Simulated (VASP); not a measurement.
Set up this calculation in VASP 6.6.1, as the native input.

```yaml
Task: single point
Functional: PBEsol
Potentials_or_basis: VASP PAW PBE potentials, release 64 (Mg, S)
Cutoff: 600 eV
k_mesh: 8 × 8 × 8
Occupations: gaussian, width 0.02 eV
Spin: no spin polarisation
Dipole_correction: no
Further_INCAR_settings: ALGO = Normal; EDIFF = 1e-06; NBANDS = 11
```

The structure of MgS (a) lies in POSCAR:

```
MgS
1.0
    0.0000000000      2.8258920507      2.8258920507
    2.8258920507      0.0000000000      2.8258920507
    2.8258920507      2.8258920507      0.0000000000
Mg S
1 1
Direct
    0.0000000000      0.0000000000      0.0000000000
    0.2500000000      0.2500000000      0.2500000000
```

These files were run (other wordings do the same):

INCAR

```
SYSTEM = MgS
  PREC = Accurate
  ENCUT = 600
  EDIFF = 1E-6
  ISMEAR = 0
  SIGMA = 0.02
  LREAL = .FALSE.
  LASPH = .TRUE.
  NELM = 120
  ALGO = Normal
  ISIF = 2
  LWAVE = .FALSE.
  LCHARG = .TRUE.
  GGA = PS
  LELF = .TRUE.
  LVHAR = .TRUE.
  NBANDS = 11
  GGA_COMPAT = .FALSE.
```

KPOINTS

```
Automatic mesh
0
G
  8 8 8
  0 0 0
```

Potentials or basis: VASP PAW PBE potentials, release 64 (Mg, S).

Run with:

```sh
$ cat potpaw_PBE.64/Mg/POTCAR potpaw_PBE.64/S/POTCAR > POTCAR
$ mpirun -np 1 vasp_std > vasp.out
```

It gave:

```json
{
  "Pressure": "-0.1 GPa",
  "Band gap on the k mesh": "3.32 eV, direct"
}
```

Caveat: the PAW data sets were made with another functional, which shifts forces and pressure a little.

Wall time 15 s on 1 thread of Intel(R) Xeon(R) Platinum 8488C (Sapphire Rapids), with other jobs on the host, peak memory 0.17 GiB.
